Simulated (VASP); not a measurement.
# Ta (P6_3/mmc) in VASP: further runs

Runs on Ta. Level: PBE. Tasks: single point.

All numbers are computed with VASP 6.6.1; they aren't measurements. Logs are shortened: lines on timing, memory, paths and dates and some standing lists are left out, and cuts for length are marked.

### Step 1. The cell of the first run

Symmetry: P6_3/mmc, No. 194, hexagonal system. Conventional cell: a = 2.454 Å, b = 2.454 Å, c = 4.192 Å, α = 90.00°, β = 90.00°, γ = 120.00°. Ta (site symmetry -6m2) has 12 Ta at 2.45 to 2.53 Å within 3.2 Å.

### Step 2. Single point, PBE

The input, INCAR:

```
PREC = Accurate ; ENCUT = 520
EDIFF = 1E-6 ; ISMEAR = -1
SIGMA = 0.05 ; LREAL = F
LASPH = T ; NELM = 100
ALGO = Normal ; ISIF = 2
LWAVE = F ; LCHARG = F
GGA = PE ; NBANDS = 18
```

The input, KPOINTS:

```
regular mesh
0
Gamma
  18 18 10
```

The input, POSCAR:

```
Ta
1.0
    2.4541920794      0.0000000000      0.0000000000
   -1.2270960397      2.1253926865      0.0000000000
    0.0000000000      0.0000000000      4.1918306016
Ta
2
Direct
    0.3333333333      0.6666666667      0.2500000000
    0.6666666667      0.3333333333      0.7500000000
```

Potentials or basis: VASP PAW PBE potentials, release 64 (Ta_pv).

The run is started by

```console
$ cat potpaw_PBE.64/Ta_pv/POTCAR > POTCAR
$ mpirun -np 1 vasp_std > vasp.out
```

OUTCAR:

```text
PREC = Accurate
   ENCUT = 520
   EDIFF = 1E-6
   ISMEAR = -1
   LREAL = F
   LASPH = T
   NELM = 100
   ISIF = 2
   GGA = PE

 ion  position               nearest neighbor table
   1  0.333  0.667  0.250-   2 2.53   2 2.53   2 2.53   2 2.53   2 2.53   2 2.53   2 3.52   2 3.52
                             2 3.52   2 3.52   2 3.52   2 3.52
   2  0.667  0.333  0.750-   1 2.53   1 2.53   1 2.53   1 2.53   1 2.53   1 2.53   1 3.52   1 3.52
                             1 3.52   1 3.52   1 3.52   1 3.52

  LATTYP: Found a hexagonal cell.
 ALAT       =     2.4541920794
 C/A-ratio  =     1.7080287386

  Lattice vectors:

 A1 = (   2.4541920794,   0.0000000000,   0.0000000000)
 A2 = (  -1.2270960397,   2.1253926865,   0.0000000000)
 A3 = (   0.0000000000,   0.0000000000,   4.1918306016)

Analysis of symmetry for initial positions (statically):
=====================================================================
 Subroutine PRICEL returns:
 Original cell was already a primitive cell.

 Routine SETGRP: Setting up the symmetry group for a
 hexagonal supercell.

 Subroutine GETGRP returns: Found 24 space group operations
 (whereof 12 operations were pure point group operations)
 out of a pool of 24 trial point group operations.

The static configuration has the point symmetry D_3d.
 The point group associated with its full space group is D_6h.

Analysis of symmetry for dynamics (positions and initial velocities):
=====================================================================
 Subroutine PRICEL returns:
 Original cell was already a primitive cell.

 Routine SETGRP: Setting up the symmetry group for a
 hexagonal supercell.

 Subroutine GETGRP returns: Found 24 space group operations
 (whereof 12 operations were pure point group operations)
 out of a pool of 24 trial point group operations.

The dynamic configuration has the point symmetry D_3d.
 The point group associated with its full space group is D_6h.

 Subroutine INISYM returns: Found 24 space group operations
 (whereof 12 operations are pure point group operations),
 and found     1 'primitive' translations

----------------------------------------------------------------------------------------

                                     Primitive cell

  volume of cell :      21.8651

  direct lattice vectors                    reciprocal lattice vectors
     2.454192079  0.000000000  0.000000000     0.407466069  0.235250645  0.000000000
    -1.227096040  2.125392687  0.000000000     0.000000000  0.470501290  0.000000000
     0.000000000  0.000000000  4.191830602     0.000000000  0.000000000  0.238559258

  length of vectors
     2.454192079  2.454192079  4.191830602     0.470501290  0.470501290  0.238559258

  position of ions in fractional coordinates (direct lattice)
     0.333333333  0.666666667  0.250000000
     0.666666667  0.333333333  0.750000000

  ion indices of the primitive-cell ions
   primitive index   ion index
                 1           1
                 2           2

----------------------------------------------------------------------------------------

 KPOINTS: regular mesh

Automatic generation of k-mesh.
 Grid dimensions read from file:
 generate k-points for:   18   18   10

 Generating k-lattice:

  Cartesian coordinates                     Fractional coordinates (reciprocal lattice)
     0.022637004  0.013069480  0.000000000     0.055555556  0.000000000  0.000000000
     0.000000000  0.026138961  0.000000000     0.000000000  0.055555556  0.000000000
     0.000000000  0.000000000  0.023855926     0.000000000  0.000000000  0.100000000

  Length of vectors
     0.026138961  0.026138961  0.023855926

  Shift w.r.t. Gamma in fractional coordinates (k-lattice)
     0.000000000  0.000000000  0.000000000

 Subroutine IBZKPT returns following result:
 ===========================================

 Found    222 irreducible k-points:

 Following reciprocal coordinates:
            Coordinates               Weight
  0.000000  0.000000  0.000000      1.000000
  0.055556 -0.000000  0.000000      6.000000
  0.111111 -0.000000  0.000000      6.000000
  0.166667 -0.000000  0.000000      6.000000
  0.222222 -0.000000  0.000000      6.000000
  0.277778 -0.000000  0.000000      6.000000
[... 16 lines left out ...]
  0.333333  0.111111  0.000000     12.000000
  0.388889  0.111111  0.000000     12.000000
 [... further k-points ...]
   k-points           NKPTS =    222   k-points in BZ     NKDIM =    222   number of bands    NBANDS=     18
   number of dos      NEDOS =    301   number of ions     NIONS =      2
   total plane-waves  NPLWV =  10368
   dimension x,y,z NGX =    18 NGY =   18 NGZ =   32
   dimension x,y,z NGXF=    36 NGYF=   36 NGZF=   64
   ions per type =               2
   NGX,Y,Z   is equivalent  to a cutoff of  12.19, 12.19, 12.69 a.u.
   NGXF,Y,Z  is equivalent  to a cutoff of  24.39, 24.39, 25.38 a.u.
 SYSTEM =  unknown system
   PREC   = accura    normal or accurate (medium, high low for compatibility)
   ISTART =      0    job   : 0-new  1-cont  2-samecut
   ICHARG =      2    charge: 1-file 2-atom 10-const
   ISPIN  =      1    spin polarized calculation?
   LNONCOLLINEAR =      F non collinear calculations
   LSORBIT =      F    spin-orbit coupling
   LASPH  =      T    aspherical Exc in radial PAW
   ENCUT  =  520.0 eV  38.22 Ry    6.18 a.u.   4.56  4.56  7.79*2*pi/ulx,y,z
   NELM   =    100;   NELMIN=  2; NELMDL= -5     # of ELM steps
   EDIFF  = 0.1E-05   stopping-criterion for ELM
   LREAL  =      F    real-space projection
   EDIFFG = 0.1E-04   stopping-criterion for IOM
   NSW    =      0    number of steps for IOM
   IBRION =     -1    ionic relax: 0-MD 1-quasi-New 2-CG
   NFREE  =      0    steps in history (QN), initial steepest desc. (CG)
   ISIF   =      2    stress and relaxation
   ISYM   =      2    0-nonsym 1-usesym 2-fastsym
   POTIM  = 0.5000    time-step for ionic-motion
   TEBEG  =    0.0;   TEEND  =   0.0 temperature during run
   PSTRESS=    0.0 pullay stress
   NELECT =      22.0000    total number of electrons
   NUPDOWN=      -1.0000    fix difference up-down
   EMIN   =  10.00;   EMAX   =-10.00  energy-range for DOS
   EFERMI =   0.00;   METHOD = LEGACY
   ISMEAR =    -1;   SIGMA  =   0.05  broadening in eV -4-tet -1-fermi 0-gaus
   EFERMI_NEDOS =   21; number of points for ismear=-14 and -15
   IALGO  =     38    algorithm
   IMIX   =      4    mixing-type and parameters
     AMIX     =   0.40;   BMIX     =  1.00
     AMIX_MAG =   1.60;   BMIX_MAG =  1.00
  volume/ion in A,a.u.               =      10.93        73.78
  Fermi-wavevector in a.u.,A,eV,Ry     =   1.640458  3.100017 36.614693  2.691104
  Thomas-Fermi vector in A             =   2.731093
   LORBIT       =      0    0 simple, 1 ext, 2 COOP (PROOUT), +10 PAW based schemes
   GGA     = PE    functional components
[... 5 lines left out ...]
 non-spin polarized calculation
  energy-cutoff  :      520.00
  volume of cell :       21.87
 maximum number of plane-waves:       608
   NGX =  9   NGY =  9   NGZ = 15

 number of electron      21.9999994 magnetization

 Free energy of the ion-electron system (eV)
  ---------------------------------------------------
  ext. energy  EPLUGINS =         0.00000000
  ---------------------------------------------------
  free energy    TOTEN  =       -14.29708970 eV

  energy without entropy =      -14.28672807  energy(sigma->0) =      -14.29190889

 E-fermi :  11.1187     XC(G=0): -15.4007

 val. band max:       11.1184351131   @ k =   0.3889   0.1111   0.0000
 cond. band min:      11.1319334360   @ k =   0.0556   0.0556   0.3000
 fundamental gap:      0.0134983229
 Fermi energy:        11.1186833876

 k-point     1 :       0.0000    0.0000    0.0000
  band No.  band energies     occupation
      1     -25.5685      2.00000
      2     -21.0057      2.00000
      3     -21.0057      2.00000
      4     -20.8499      2.00000
      5     -20.4997      2.00000
      6     -20.4997      2.00000
[... 10 lines left out ...]
     17      19.5237      0.00000
     18      19.5237      0.00000

 k-point     2 :       0.0556   -0.0000    0.0000
  band No.  band energies     occupation
      1     -25.5228      2.00000
      2     -21.1682      2.00000
      3     -21.0509      2.00000
      4     -20.8610      2.00000
      5     -20.6659      2.00000
      6     -20.5203      2.00000
[... 10 lines left out ...]
     17      19.7152      0.00000
     18      20.4516      0.00000

 k-point     3 :       0.1111   -0.0000    0.0000
  band No.  band energies     occupation
      1     -25.3877      2.00000
      2     -21.6238      2.00000
      3     -21.1761      2.00000
      4     -21.1236      2.00000
      5     -20.8962      2.00000
      6     -20.5826      2.00000
[... 10 lines left out ...]
     17      20.1598      0.00000
     18      22.2371      0.00000

 k-point     4 :       0.1667   -0.0000    0.0000
  band No.  band energies     occupation
      1     -25.1697      2.00000
      2     -22.2899      2.00000
      3     -21.7742      2.00000
      4     -21.3574      2.00000
      5     -20.9599      2.00000
      6     -20.6828      2.00000
[... 10 lines left out ...]
     17      20.6435      0.00000
     18      24.1132      0.00000

 k-point     5 :       0.2222   -0.0000    0.0000
  band No.  band energies     occupation
      1     -24.8799      2.00000
      2     -23.0594      2.00000
      3     -22.5064      2.00000
      4     -21.5666      2.00000
      5     -21.0585      2.00000
      6     -20.8099      2.00000
[... 10 lines left out ...]
     17      21.0363      0.00000
     18      25.8004      0.00000

 k-point     6 :       0.2778   -0.0000    0.0000
  band No.  band energies     occupation
      1     -24.5350      2.00000
      2     -23.8274      2.00000
      3     -23.2245      2.00000
      4     -21.7769      2.00000
      5     -21.1977      2.00000
      6     -20.9473      2.00000
[... 10 lines left out ...]
     17      21.2971      0.00000
     18      26.3365      0.00000

 k-point     7 :       0.3333   -0.0000    0.0000
  band No.  band energies     occupation
      1     -24.5073      2.00000
      2     -24.1589      2.00000
      3     -23.8543      2.00000
      4     -21.9652      2.00000
      5     -21.3781      2.00000
      6     -21.0767      2.00000
[... 10 lines left out ...]
     17      21.4406      0.00000
     18      26.2508      0.00000

 k-point     8 :       0.3889   -0.0000    0.0000
  band No.  band energies     occupation
      1     -25.0352      2.00000
      2     -24.3414      2.00000
      3     -23.7885      2.00000
      4     -22.1130      2.00000
      5     -21.5875      2.00000
      6     -21.1819      2.00000
[... 10 lines left out ...]
     17      21.5041      0.00000
     18      25.5764      0.00000
[... 229 lines left out ...]
     17      20.2933      0.00000
     18      25.4067      0.00000

 k-point    20 :       0.1667    0.1111    0.0000
  band No.  band energies     occupation
      1     -24.7598      2.00000
      2     -23.1160      2.00000
      3     -22.8870      2.00000
      4     -21.6228      2.00000
      5     -21.1027      2.00000
      6     -21.0575      2.00000
[... 10 lines left out ...]
     17      20.3865      0.00000
     18      26.3679      0.00000

 k-point    21 :       0.2222    0.1111    0.0000
  band No.  band energies     occupation
      1     -24.4224      2.00000
      2     -23.8136      2.00000
      3     -23.4328      2.00000
      4     -21.9244      2.00000
      5     -21.2480      2.00000
      6     -21.2450      2.00000
[... 10 lines left out ...]
     17      20.4750      0.00000
     18      26.3361      0.00000

 k-point    22 :       0.2778    0.1111    0.0000
  band No.  band energies     occupation
      1     -24.4398      2.00000
      2     -24.0538      2.00000
      3     -23.9144      2.00000
      4     -22.2033      2.00000
      5     -21.4280      2.00000
      6     -21.4190      2.00000
[... 10 lines left out ...]
     17      20.8021      0.00000
     18      26.3128      0.00000

 k-point    23 :       0.3333    0.1111    0.0000
  band No.  band energies     occupation
      1     -24.9274      2.00000
      2     -24.2944      2.00000
      3     -23.6880      2.00000
      4     -22.4225      2.00000
      5     -21.6407      2.00000
      6     -21.5554      2.00000
[... 10 lines left out ...]
     17      22.9144      0.00000
     18      26.3752      0.00000

 k-point    24 :       0.3889    0.1111    0.0000
  band No.  band energies     occupation
      1     -25.2356      2.00000
      2     -24.5375      2.00000
      3     -23.3853      2.00000
      4     -22.5611      2.00000
      5     -21.8427      2.00000
      6     -21.6433      2.00000
[... 10 lines left out ...]
     17      24.6739      0.00000
     18      26.6714      0.00000

 [... further k-points ...]

------------------------ aborting loop because EDIFF is reached ----------------------------------------

  FORCE on cell =-STRESS in cart. coord.  units (eV):
  Direction    XX          YY          ZZ          XY          YZ          ZX
  --------------------------------------------------------------------------------------
  -------------------------------------------------------------------------------------
  Total       37.5461923     37.5461923     37.5115190      0.0000000     -0.0000000      0.0000000
  in kB     2751.2181439   2751.2181439   2748.6774390      0.0000000     -0.0000000      0.0000000
  external PRESSURE =    2750.3712423 kB  Pullay stress =       0.0000000 kB

 VOLUME and BASIS-vectors are now :
 -----------------------------------------------------------------------------
  energy-cutoff  :      520.00
  volume of cell :       21.87
      direct lattice vectors                 reciprocal lattice vectors
     2.454192079  0.000000000  0.000000000     0.407466069  0.235250645  0.000000000
    -1.227096040  2.125392687  0.000000000     0.000000000  0.470501290  0.000000000
     0.000000000  0.000000000  4.191830602     0.000000000  0.000000000  0.238559258

 POSITION                                       TOTAL-FORCE (eV/Angst)
 -----------------------------------------------------------------------------------
     -0.00000      1.41693      1.04796         0.000000     -0.000000      0.000000
      1.22710      0.70846      3.14387        -0.000000      0.000000      0.000000
 -----------------------------------------------------------------------------------
    total drift:                               -0.000000      0.000000     -0.000000

  FREE ENERGIE OF THE ION-ELECTRON SYSTEM (eV)
  ---------------------------------------------------
  free  energy   TOTEN  =       -14.2970897007 eV

  energy  without entropy=      -14.2867280728  energy(sigma->0) =      -14.29190889
```

Wall time 70 s (1 thread of Intel Xeon Platinum 8175M at 2.50GHz (Skylake/Cascade Lake), shared host); peak memory 0.18 GiB.

Results:

```yaml
Free_energy: -14.2971 eV
Pressure: 275.0 GPa
Band_gap_on_the_k_mesh: zero (band 11 reaches 14.52 eV, above the bottom of band 12 at 9.36 eV)
```

Stress tensor (GPa, compression positive):
```
275.12   0.00   0.00
  0.00 275.12   0.00
  0.00   0.00 274.87
```

Levels at points of the mesh, in eV from the Fermi level:
```tsv
k point	band 7	band 8	band 9	band 10	band 11	band 12	band 13	band 14	band 15	band 16
(0.00, 0.00, 0.00)	-9.83	-7.46	-1.52	-0.37	-0.37	1.04	1.04	3.65	3.65	3.88
(0.50, 0.00, 0.00)	-7.88	-6.84	-6.24	-0.51	-0.20	1.34	1.50	10.41	11.05	11.93
(0.00, 0.00, 0.50)	-7.00	-7.00	-1.39	-1.39	-0.35	-0.35	-0.35	-0.35	7.35	7.35
(0.50, 0.00, 0.50)	-7.83	-7.83	-5.18	-5.18	3.34	3.34	4.77	4.77	10.98	10.98
```

Caveat: spin-orbit coupling is left out, which moves the levels of the heavy elements.

(Part 1 of 2 ends here.)
